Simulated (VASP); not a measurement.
# Al2O (Fm-3m) in VASP: a series of runs

Runs on Al2O. Level: PBEsol. Tasks: single point.

Program: VASP 6.6.1. These are calculated values, not measurements. Logs are shortened: lines on timing, memory, paths and dates and some standing lists are left out, and cuts for length are marked.

## 1. The cell of the first run

It takes space group Fm-3m (No. 225, cubic). Conventional cell: a = 5.710 Å, b = 5.710 Å, c = 5.710 Å, α = 90.00°, β = 90.00°, γ = 90.00°. Within 3.3 Å of Al (site symmetry -43m) lie 4 O at 2.47 Å and 6 Al at 2.86 Å. O (site symmetry m-3m) has 8 Al at 2.47 Å within 3.3 Å.

## 2. Single point, PBEsol

INCAR

```
ALGO = Normal
EDIFF = 1E-6
ENCUT = 520
GGA = PS
ISIF = 2
ISMEAR = 1
LASPH = T
LCHARG = F
LREAL = F
LWAVE = F
NBANDS = 13
NELM = 60
PREC = Accurate
SIGMA = 0.1
```

KPOINTS

```
k-points
0
Gamma
  7 7 7
```

POSCAR

```
Al2O
1.0
    0.0000000000      2.8551642555      2.8551642555
    2.8551642555      0.0000000000      2.8551642555
    2.8551642555      2.8551642555      0.0000000000
Al O
2 1
Direct
    0.2500000000      0.2500000000      0.2500000000
    0.7500000000      0.7500000000      0.7500000000
    0.0000000000      0.0000000000      0.0000000000
```

Potentials or basis: VASP PAW PBE potentials, release 64 (Al, O).

On the command line:

```console
$ cat potpaw_PBE.64/Al/POTCAR potpaw_PBE.64/O/POTCAR > POTCAR
$ mpirun -np 1 vasp_std > vasp.out
```

OUTCAR:

```text
EDIFF = 1E-6
   ENCUT = 520
   GGA = PS
   ISIF = 2
   ISMEAR = 1
   LASPH = T
   LREAL = F
   NELM = 60
   PREC = Accurate

 ion  position               nearest neighbor table
   1  0.250  0.250  0.250-   3 2.47   3 2.47   3 2.47   3 2.47   2 2.86   2 2.86   2 2.86   2 2.86
                             2 2.86   2 2.86
   2  0.750  0.750  0.750-   3 2.47   3 2.47   3 2.47   3 2.47   1 2.86   1 2.86   1 2.86   1 2.86
                             1 2.86   1 2.86
   3  0.000  0.000  0.000-   2 2.47   2 2.47   2 2.47   1 2.47   2 2.47   1 2.47   1 2.47   1 2.47

  LATTYP: Found a face centered cubic cell.
 ALAT       =     5.7103285110

  Lattice vectors:

 A1 = (   0.0000000000,   2.8551642555,   2.8551642555)
 A2 = (   2.8551642555,   0.0000000000,   2.8551642555)
 A3 = (   2.8551642555,   2.8551642555,   0.0000000000)

Analysis of symmetry for initial positions (statically):
=====================================================================
 Subroutine PRICEL returns:
 Original cell was already a primitive cell.

 Routine SETGRP: Setting up the symmetry group for a
 face centered cubic supercell.

 Subroutine GETGRP returns: Found 48 space group operations
 (whereof 48 operations were pure point group operations)
 out of a pool of 48 trial point group operations.

The static configuration has the point symmetry O_h .

Analysis of symmetry for dynamics (positions and initial velocities):
=====================================================================
 Subroutine PRICEL returns:
 Original cell was already a primitive cell.

 Routine SETGRP: Setting up the symmetry group for a
 face centered cubic supercell.

 Subroutine GETGRP returns: Found 48 space group operations
 (whereof 48 operations were pure point group operations)
 out of a pool of 48 trial point group operations.

The dynamic configuration has the point symmetry O_h .

 Subroutine INISYM returns: Found 48 space group operations
 (whereof 48 operations are pure point group operations),
 and found     1 'primitive' translations

----------------------------------------------------------------------------------------

                                     Primitive cell

  volume of cell :      46.5504

  direct lattice vectors                    reciprocal lattice vectors
     0.000000000  2.855164256  2.855164256    -0.175121273  0.175121273  0.175121273
     2.855164256  0.000000000  2.855164256     0.175121273 -0.175121273  0.175121273
     2.855164256  2.855164256  0.000000000     0.175121273  0.175121273 -0.175121273

  length of vectors
     4.037812013  4.037812013  4.037812013     0.303318943  0.303318943  0.303318943

  position of ions in fractional coordinates (direct lattice)
     0.250000000  0.250000000  0.250000000
     0.750000000  0.750000000  0.750000000
     0.000000000  0.000000000  0.000000000

  ion indices of the primitive-cell ions
   primitive index   ion index
                 1           1
                 2           2
                 3           3

----------------------------------------------------------------------------------------

 KPOINTS: k-points

Automatic generation of k-mesh.
 Grid dimensions read from file:
 generate k-points for:    7    7    7

 Generating k-lattice:

  Cartesian coordinates                     Fractional coordinates (reciprocal lattice)
    -0.025017325  0.025017325  0.025017325     0.142857143  0.000000000  0.000000000
     0.025017325 -0.025017325  0.025017325     0.000000000  0.142857143  0.000000000
     0.025017325  0.025017325 -0.025017325     0.000000000  0.000000000  0.142857143

  Length of vectors
     0.043331278  0.043331278  0.043331278

  Shift w.r.t. Gamma in fractional coordinates (k-lattice)
     0.000000000  0.000000000  0.000000000

 Subroutine IBZKPT returns following result:
 ===========================================

 Found     20 irreducible k-points:

 Following reciprocal coordinates:
            Coordinates               Weight
  0.000000  0.000000  0.000000      1.000000
  0.142857  0.000000  0.000000      8.000000
  0.285714  0.000000  0.000000      8.000000
  0.428571  0.000000  0.000000      8.000000
  0.142857  0.142857  0.000000      6.000000
  0.285714  0.142857  0.000000     24.000000
[... 12 lines left out ...]
 -0.428571  0.428571  0.142857     24.000000
 -0.285714  0.428571  0.142857     24.000000
   k-points           NKPTS =     20   k-points in BZ     NKDIM =     20   number of bands    NBANDS=     13
   number of dos      NEDOS =    301   number of ions     NIONS =      3
   total plane-waves  NPLWV =  27000
   dimension x,y,z NGX =    30 NGY =   30 NGZ =   30
   dimension x,y,z NGXF=    60 NGYF=   60 NGZF=   60
   ions per type =               2   1
   NGX,Y,Z   is equivalent  to a cutoff of  12.35, 12.35, 12.35 a.u.
   NGXF,Y,Z  is equivalent  to a cutoff of  24.70, 24.70, 24.70 a.u.
 SYSTEM =  unknown system
   PREC   = accura    normal or accurate (medium, high low for compatibility)
   ISTART =      0    job   : 0-new  1-cont  2-samecut
   ICHARG =      2    charge: 1-file 2-atom 10-const
   ISPIN  =      1    spin polarized calculation?
   LNONCOLLINEAR =      F non collinear calculations
   LSORBIT =      F    spin-orbit coupling
   LASPH  =      T    aspherical Exc in radial PAW
   ENCUT  =  520.0 eV  38.22 Ry    6.18 a.u.   7.51  7.51  7.51*2*pi/ulx,y,z
   NELM   =     60;   NELMIN=  2; NELMDL= -5     # of ELM steps
   EDIFF  = 0.1E-05   stopping-criterion for ELM
   LREAL  =      F    real-space projection
   EDIFFG = 0.1E-04   stopping-criterion for IOM
   NSW    =      0    number of steps for IOM
   IBRION =     -1    ionic relax: 0-MD 1-quasi-New 2-CG
   NFREE  =      0    steps in history (QN), initial steepest desc. (CG)
   ISIF   =      2    stress and relaxation
   ISYM   =      2    0-nonsym 1-usesym 2-fastsym
   POTIM  = 0.5000    time-step for ionic-motion
   TEBEG  =    0.0;   TEEND  =   0.0 temperature during run
   PSTRESS=    0.0 pullay stress
   NELECT =      12.0000    total number of electrons
   NUPDOWN=      -1.0000    fix difference up-down
   EMIN   =  10.00;   EMAX   =-10.00  energy-range for DOS
   EFERMI =   0.00;   METHOD = LEGACY
   ISMEAR =     1;   SIGMA  =   0.10  broadening in eV -4-tet -1-fermi 0-gaus
   EFERMI_NEDOS =   21; number of points for ismear=-14 and -15
   IALGO  =     38    algorithm
   IMIX   =      4    mixing-type and parameters
     AMIX     =   0.40;   BMIX     =  1.00
     AMIX_MAG =   1.60;   BMIX_MAG =  1.00
  volume/ion in A,a.u.               =      15.52       104.71
  Fermi-wavevector in a.u.,A,eV,Ry     =   1.041903  1.968912 14.769979  1.085563
  Thomas-Fermi vector in A             =   2.176545
   LORBIT       =      0    0 simple, 1 ext, 2 COOP (PROOUT), +10 PAW based schemes
   GGA     = PS    functional components
   LHFCALC =     F    Hartree Fock is set to
   AEXX    =    0.0000 exact exchange contribution
   IVDW    =     0    specifies the selected vdW correction
   LEPSILON=     F    determine dielectric tensor
   LRPA    =     F    only Hartree local field effects (RPA)
 non-spin polarized calculation
 Methfessel and Paxton  Order N= 1 SIGMA  =   0.10
  energy-cutoff  :      520.00
  volume of cell :       46.55
 maximum number of plane-waves:      1275
 NGX is ok and might be reduce to    30
   NGX = 15   NGY = 15   NGZ = 15

 number of electron      12.0000006 magnetization

 Free energy of the ion-electron system (eV)
  ---------------------------------------------------
  ext. energy  EPLUGINS =         0.00000000
  ---------------------------------------------------
  free energy    TOTEN  =       -13.15543279 eV

  energy without entropy =      -13.15655703  energy(sigma->0) =      -13.15580754

 E-fermi :   6.1607     XC(G=0): -10.0012

 val. band max:        6.1579208052   @ k =  -0.2857   0.4286   0.1429
 cond. band min:       6.2203246227   @ k =  -0.4286   0.2857   0.1429
 fundamental gap:      0.0624038175
 Fermi energy:         6.1607128147

 k-point     1 :       0.0000    0.0000    0.0000
  band No.  band energies     occupation
      1     -12.6515      2.00000
      2      -0.8151      2.00000
      3       1.7653      2.00000
      4       1.7653      2.00000
      5       1.7653      2.00000
      6       7.7756     -0.00000
      7       7.7756     -0.00000
      8       7.7756     -0.00000
      9      10.4981      0.00000
     10      12.5433      0.00000
     11      12.5433      0.00000
     12      12.5433      0.00000
     13      12.8680      0.00000

 k-point     2 :       0.1429    0.0000    0.0000
  band No.  band energies     occupation
      1     -12.6068      2.00000
      2      -1.0569      2.00000
      3       1.6931      2.00000
      4       1.6931      2.00000
      5       2.0036      2.00000
      6       6.8579     -0.00000
      7       7.9455     -0.00000
      8       7.9455     -0.00000
      9      11.2326      0.00000
     10      11.2326      0.00000
     11      11.2911      0.00000
     12      12.6481      0.00000
     13      14.5901      0.00000

 k-point     3 :       0.2857    0.0000    0.0000
  band No.  band energies     occupation
      1     -12.5032      2.00000
      2      -1.4713      2.00000
      3       1.5459      2.00000
      4       1.5459      2.00000
      5       2.2111      2.00000
      6       6.1176      1.65994
      7       8.0985     -0.00000
      8       8.0985     -0.00000
      9      10.7147      0.00000
     10      10.7147      0.00000
     11      10.8230      0.00000
     12      14.1913      0.00000
     13      16.0033      0.00000
[... 241 lines left out ...]
 k-point    19 :      -0.4286    0.4286    0.1429
  band No.  band energies     occupation
      1     -12.3417      2.00000
      2      -1.2800      2.00000
      3       0.1395      2.00000
      4       0.5990      2.00000
      5       4.3354      2.00000
      6       5.3463      2.00000
      7       6.2496     -0.01888
      8       7.6049     -0.00000
      9       9.2502      0.00000
     10      12.4746      0.00000
     11      13.5410      0.00000
     12      16.4768      0.00000
     13      17.1356      0.00000

 k-point    20 :      -0.2857    0.4286    0.1429
  band No.  band energies     occupation
      1     -12.3340      2.00000
      2      -0.8106      2.00000
      3      -0.6441      2.00000
      4       0.6276      2.00000
      5       4.8933      2.00000
      6       5.6558      2.00000
      7       6.1579      1.04724
      8       6.9840     -0.00000
      9       9.8874      0.00000
     10      11.1515      0.00000
     11      14.7847      0.00000
     12      16.0862      0.00000
     13      16.1436      0.00000

------------------------ aborting loop because EDIFF is reached ----------------------------------------

  FORCE on cell =-STRESS in cart. coord.  units (eV):
  Direction    XX          YY          ZZ          XY          YZ          ZX
  --------------------------------------------------------------------------------------
  -------------------------------------------------------------------------------------
  Total       -0.8924568     -0.8924568     -0.8924568     -0.0000000      0.0000000     -0.0000000
  in kB      -30.7166968    -30.7166968    -30.7166968     -0.0000000      0.0000000     -0.0000000
  external PRESSURE =     -30.7166968 kB  Pullay stress =       0.0000000 kB

 VOLUME and BASIS-vectors are now :
 -----------------------------------------------------------------------------
  energy-cutoff  :      520.00
  volume of cell :       46.55
      direct lattice vectors                 reciprocal lattice vectors
     0.000000000  2.855164256  2.855164256    -0.175121273  0.175121273  0.175121273
     2.855164256  0.000000000  2.855164256     0.175121273 -0.175121273  0.175121273
     2.855164256  2.855164256  0.000000000     0.175121273  0.175121273 -0.175121273

 POSITION                                       TOTAL-FORCE (eV/Angst)
 -----------------------------------------------------------------------------------
      1.42758      1.42758      1.42758        -0.000000     -0.000000     -0.000000
      4.28275      4.28275      4.28275         0.000000      0.000000      0.000000
      0.00000      0.00000      0.00000        -0.000000     -0.000000     -0.000000
 -----------------------------------------------------------------------------------
    total drift:                                0.000000     -0.000000     -0.000000

  FREE ENERGIE OF THE ION-ELECTRON SYSTEM (eV)
  ---------------------------------------------------
  free  energy   TOTEN  =       -13.1554327916 eV

  energy  without entropy=      -13.1565570344  energy(sigma->0) =      -13.15580754
```

It took 33 s on 1 thread of AMD EPYC 7R13, shared host; peak memory 0.13 GiB.

What came out:

```
Free energy            : -13.1554 eV
Pressure               : -3.1 GPa
Band gap on the k mesh : zero (band 6 reaches 7.78 eV, above the bottom of band 7 at 6.06 eV)
```

Caveat: the PAW data sets were made with another functional, which shifts forces and pressure a little.

## 3. Single point, PBEsol

This run uses another cell than the first one, of 15.98 Å³/atom, 1.030 times its volume.

INCAR

```
SYSTEM = Al2O
PREC = Accurate ; ENCUT = 520
EDIFF = 1E-6 ; ISMEAR = 1
SIGMA = 0.1 ; LREAL = .False.
LASPH = .True. ; NELM = 100
ALGO = Normal ; ISIF = 2
LWAVE = .False. ; LCHARG = .False.
GGA = PS ; NBANDS = 13
```

KPOINTS

```
Automatic mesh
0
Gamma
  7 7 7
  0 0 0
```

POSCAR

```
Al2O
1.0
    0.0000000000      2.8831578470      2.8831578470
    2.8831578470      0.0000000000      2.8831578470
    2.8831578470      2.8831578470      0.0000000000
Al O
2 1
Direct
    0.2500000000      0.2500000000      0.2500000000
    0.7500000000      0.7500000000      0.7500000000
    0.0000000000      0.0000000000      0.0000000000
```

Potentials or basis: VASP PAW PBE potentials, release 64 (Al, O).

On the command line:

```console
$ cat potpaw_PBE.64/Al/POTCAR potpaw_PBE.64/O/POTCAR > POTCAR
$ mpirun -np 1 vasp_std > vasp.out
```

Wall time 34 s (1 thread of AMD EPYC 7R13, shared host); peak memory 0.13 GiB.

The run converged. Its results:

| Property | Result |
| --- | --- |
| Free energy | -13.1237 eV |
| Pressure | -4.4 GPa |
| Band gap on the k mesh | zero (band 6 reaches 7.47 eV, above the bottom of band 7 at 5.74 eV) |

Levels at points of the mesh, in eV from the Fermi level:
| k point | band 3 | band 4 | band 5 | band 6 | band 7 | band 8 | band 9 | band 10 |
| --- | --- | --- | --- | --- | --- | --- | --- | --- |
| (0.00, 0.00, 0.00) | -4.20 | -4.20 | -4.20 | 1.61 | 1.61 | 1.61 | 4.06 | 6.32 |

Caveat: the PAW data sets were made with another functional, which shifts forces and pressure a little.

## 4. Single point, PBEsol

This run uses another cell than the first one, of 16.44 Å³/atom, 1.059 times its volume.

INCAR

```
SYSTEM = Al2O
PREC     = Accurate       ! precision mode
ENCUT    = 520            ! plane-wave cutoff, eV
EDIFF    = 1E-6           ! SCF threshold, eV
ISMEAR   = 1              ! smearing method
SIGMA    = 0.1            ! smearing width, eV
LREAL    = .False.        ! projectors in reciprocal space
LASPH    = .True.         ! aspherical terms in the spheres
NELM     = 80             ! most SCF steps
ALGO     = Normal         ! electronic algorithm
ISIF     = 2              ! what is computed and relaxed
LWAVE    = .False.        ! write WAVECAR
LCHARG   = .False.        ! write CHGCAR
GGA      = PS             ! functional
NBANDS   = 13             ! bands
```

KPOINTS is that of step 3.

POSCAR

```
Al2O
1.0
    0.0000000000      2.9106181459      2.9106181459
    2.9106181459      0.0000000000      2.9106181459
    2.9106181459      2.9106181459      0.0000000000
Al O
2 1
Direct
    0.2500000000      0.2500000000      0.2500000000
    0.7500000000      0.7500000000      0.7500000000
    0.0000000000      0.0000000000      0.0000000000
```

On the command line:

```console
$ cat potpaw_PBE.64/Al/POTCAR potpaw_PBE.64/O/POTCAR > POTCAR
$ mpirun -np 1 vasp_std > vasp.out
```

Run time: 36 s. Hardware: 1 thread of AMD EPYC 7R13, shared host; peak memory 0.14 GiB.

It converged, with:

```
Free energy            : -13.0819 eV
Pressure               : -5.4 GPa
Band gap on the k mesh : zero (band 6 reaches 7.18 eV, above the bottom of band 7 at 5.51 eV)
```

Levels at points of the mesh, in eV from the Fermi level:
```
           k point  band 4  band 5  band 6  band 7  band 8  band 9
(0.00, 0.00, 0.00)   -4.03   -4.03    1.61    1.61    1.61    3.79
```

Caveat: the PAW data sets were made with another functional, which shifts forces and pressure a little.

## 5. The runs side by side

```csv
cell,gap on the mesh (eV),pressure (GPa)
"a = 4.038 Å, angles 60.0°, 3 atoms",none,-3.1
"a = 4.077 Å, angles 60.0°, 3 atoms",none,-4.4
"a = 4.116 Å, angles 60.0°, 3 atoms",none,-5.4
```

Alike in all rows: task single point; level PBEsol; potentials or basis VASP PAW PBE potentials, release 64 (Al, O); no spin polarisation; k mesh 7 × 7 × 7; cutoff (eV) 520; smearing methfessel-paxton 0.1 eV.

Caveats: the PAW data sets were made with another functional, which shifts forces and pressure a little.

Absolute energies hang on the potentials; compare differences alone.
